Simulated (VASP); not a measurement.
A run of VASP 6.6.1 is set up as follows.

Contents of INCAR:

```
SYSTEM = MoS2
PREC = Accurate ; ENCUT = 520
EDIFF = 1E-6 ; ISMEAR = 0
SIGMA = 0.05 ; LREAL = .False.
LASPH = .True. ; NELM = 60
ALGO = Normal ; ISIF = 2
LWAVE = .False. ; LCHARG = .True.
GGA = PE ; IVDW = 12
LELF = .True. ; LVHAR = .True.
NBANDS = 20
```

The input KPOINTS:

```
regular mesh
0
Gamma
  12 12 4
  0 0 0
```

Contents of POSCAR:

```
MoS2
1.0
    3.1497239970      0.0000000000      0.0000000000
   -1.5748619985      2.7277409963      0.0000000000
    0.0000000000      0.0000000000      6.6475426602
Mo S
1 2
Direct
    0.0000000000      0.0000000000      0.0000000000
    0.3333333333      0.6666666667      0.2281476610
    0.3333333333      0.6666666667      0.7568091862
```

Potentials or basis: VASP PAW PBE potentials, release 64 (Mo_sv, S).

Run with:

```bash
$ cat potpaw_PBE.64/Mo_sv/POTCAR potpaw_PBE.64/S/POTCAR > POTCAR
$ mpirun -np 1 vasp_std > vasp.out
```

Task: What does it give for the largest force?

Result: 1.524 eV/Å.

Task: Predict the band gap on the k mesh.

Result: 1.16 eV (least direct gap 1.76 eV).

Stress tensor (GPa, compression positive):
```
0.12 0.00 0.00
0.00 0.12 0.00
0.00 0.00 0.01
```

Caveat: the cell differs from its parent crystal (all S atoms moved -0.050 Å, as atom 2 along Cartesian [0 0 1]); forces of over 1 eV/Å act on the atoms, so gaps and moduli don't describe the material at rest. A k mesh can miss the band edges.
